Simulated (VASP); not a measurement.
**Mg13Zn3O16: single point with PBE**

Mg13Zn3O16:

```
O Mg Zn
1.0
     8.44861    0.00000    0.00000
     0.00000    8.44861    0.00000
     0.00000    0.00000    8.44861
O Mg Zn
32 26 6
Cartesian
  2.1074 0.0231 0.0075
  2.1084 0.0011 4.2223
  2.1067 4.2063 0.0055
  2.1090 4.2287 4.2214
  6.3325 8.4292 8.4354
  6.3366 0.0017 4.2459
  6.3353 4.2520 0.0074
  6.3364 4.2291 4.2217
  0.0139 2.1138 8.4318
  8.4472 2.1149 4.2507
  8.4232 6.3396 8.4309
  8.4454 6.3417 4.2508
  4.2016 2.1125 0.0009
  4.2245 2.1128 4.2262
  4.2409 6.3398 8.4317
  4.2251 6.3407 4.2500
  0.0169 0.0040 2.1142
  8.4465 0.0035 6.3441
  8.4480 4.2267 2.1126
  8.4459 4.2268 6.3427
  4.2017 0.0223 2.1127
  4.2202 0.0029 6.3427
  4.2214 4.2019 2.1104
  4.2215 4.2261 6.3423
  2.1347 2.1165 2.1168
  2.1104 2.1151 6.3371
  2.1122 6.3383 2.1325
  2.1090 6.3381 6.3150
  6.3186 2.1333 2.1322
  6.3322 2.1159 6.3149
  6.3317 6.3196 2.1174
  6.3331 6.3386 6.3381
  8.4407 0.0037 0.0123
  8.4446 0.0027 4.2215
  8.4451 4.2278 0.0072
  8.4465 4.2278 4.2243
  4.2233 8.4480 0.0087
  4.2237 0.0007 4.2227
  4.2209 4.2296 0.0055
  4.2232 4.2274 4.2238
  2.1077 2.1140 0.0055
  2.1098 2.1142 4.2235
  2.1093 6.3400 4.2229
  6.3375 2.1130 4.2214
  6.3335 6.3421 0.0110
  6.3349 6.3416 4.2218
  2.1089 8.4456 2.1115
  2.1082 0.0019 6.3415
  2.1099 4.2310 2.1109
  2.1088 4.2277 6.3406
  6.3340 0.0033 6.3423
  6.3371 4.2251 2.1115
  6.3344 4.2280 6.3408
  8.4447 2.1141 6.3420
  8.4454 6.3405 6.3423
  4.2268 2.1118 2.1112
  4.2228 2.1135 6.3404
  4.2218 6.3398 6.3414
  2.1074 6.3405 8.4452
  6.3314 2.1179 8.4468
  6.3318 0.0048 2.1164
  0.0052 2.1167 2.1167
  8.4458 6.3378 2.1172
  4.2220 6.3349 2.1168
```

```json
{"Program": "VASP 6.6.1", "Task": "single point", "Functional": "PBE", "Potentials or basis": "VASP PAW PBE potentials, release 64 (O, Mg, Zn)", "Cutoff": "520 eV", "k mesh": "1 × 1 × 1", "Occupations": "fermi-dirac, width 0.05 eV", "Spin": "no spin polarisation", "Dipole correction": "no", "Further INCAR settings": "LREAL = Auto; ALGO = Normal; EDIFF = 1e-06; NBANDS = 196"}
```

```yaml
Pressure: 4.7 GPa
Largest_force: 0.255 eV/Å
Band_gap_on_the_k_mesh: 3.15 eV
```

Forces on the atoms (eV/Å):
```
O   -0.011  0.119 -0.006
O   -0.004  0.005  0.000
O    0.000 -0.120  0.017
O   -0.003 -0.004 -0.006
O    0.015 -0.123 -0.119
O   -0.003 -0.018  0.125
O   -0.005  0.123 -0.007
O    0.004  0.009 -0.001
O    0.132  0.003 -0.159
O   -0.001 -0.012  0.141
O   -0.116  0.020 -0.162
O   -0.021 -0.006  0.161
O   -0.121  0.006 -0.010
O   -0.006 -0.003  0.015
O    0.137  0.003 -0.158
O   -0.002 -0.003  0.142
O    0.136  0.012 -0.009
O    0.007  0.002  0.006
O    0.011 -0.017 -0.005
O    0.000  0.000  0.007
O   -0.140  0.151 -0.005
O   -0.011  0.011  0.007
O    0.003 -0.143  0.002
O   -0.001 -0.009  0.006
O    0.141 -0.002  0.013
O    0.010  0.002 -0.018
O    0.010 -0.018  0.138
O    0.006  0.007 -0.130
O   -0.163  0.142  0.136
O   -0.004  0.018 -0.129
O   -0.013 -0.137  0.030
O    0.000 -0.008 -0.015
Mg   0.009 -0.004 -0.030
Mg   0.010  0.001  0.031
Mg   0.001 -0.002 -0.023
Mg  -0.001  0.003  0.021
Mg  -0.009  0.008 -0.017
Mg  -0.009  0.010  0.015
Mg   0.003 -0.010 -0.007
Mg   0.001 -0.008  0.004
Mg   0.008 -0.001 -0.006
Mg   0.010 -0.001  0.007
Mg   0.002  0.000  0.020
Mg  -0.009  0.010  0.013
Mg   0.000 -0.009 -0.033
Mg   0.003 -0.010  0.031
Mg   0.015  0.026  0.009
Mg   0.000  0.008 -0.008
Mg   0.014 -0.023  0.008
Mg   0.000 -0.010 -0.009
Mg   0.002 -0.013 -0.009
Mg  -0.017 -0.006  0.010
Mg   0.001  0.010 -0.008
Mg   0.009 -0.001 -0.007
Mg  -0.012  0.000 -0.009
Mg  -0.016  0.009  0.008
Mg  -0.010  0.000 -0.009
Mg   0.011  0.000 -0.008
Zn  -0.002  0.000 -0.023
Zn  -0.011  0.010 -0.018
Zn  -0.015  0.003  0.009
Zn   0.022  0.009  0.011
Zn   0.000 -0.007  0.010
Zn   0.000 -0.011  0.011
```

Levels at points of the mesh, in eV from the valence-band top:
```csv
k point,band 156,band 157,band 158,band 159,band 160,band 161
"(0.00, 0.00, 0.00)",-0.46,-0.39,0.00,3.15,5.72,5.83
```

Run time: 7 min on 1 thread of Intel Xeon 8259CL, with other jobs on the host, peak memory 0.57 GiB.

Caveat: the k points lie up to 0.74 Å⁻¹ apart; an odd mesh through Γ misses points on the zone boundary, where band edges can lie.
